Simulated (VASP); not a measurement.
CoSi2:

```xyz
3
Lattice="0.0000 2.5835 2.5835 2.5835 0.0000 2.5835 2.5835 2.5835 0.0000" Properties=species:S:1:pos:R:3 pbc="T T T"
Co    0.0000    0.0000    0.0000
Si    1.2918    1.2918    1.2918
Si    3.8753    3.8753    3.8753
```

Base run:

| Item | Value |
| --- | --- |
| Program | VASP 6.6.1 |
| Functional | PBEsol |
| Potentials or basis | VASP PAW PBE potentials, release 64 (Co, Si) |
| Cutoff | 520 eV |
| k mesh | 14 × 14 × 14 |
| Occupations | gaussian, width 0.15 eV |
| Spin | collinear spin, ferromagnetic start |
| Starting moments | [0.825, 0.0, 0.0] μB |
| Fixed moment | 0.825 μB |

Its results: pressure 21.8 GPa; site moments Co +0.49; Si +0.07 μB.

The run is repeated on the same cell with these changes: fixed moment from 0.825 μB to 0.275 μB; moments at the start from [0.82, 0.0, 0.0] to [0.28, 0.0, 0.0]. What comes out?

Pressure 19.9 GPa; site moments Co +0.17; Si +0.02 μB.

Caveats: the cell stands under pressure; the PAW data sets were made with another functional, which shifts forces and pressure a little; the total moment is fixed, so each spin has its own Fermi level and the state may be an excited one.
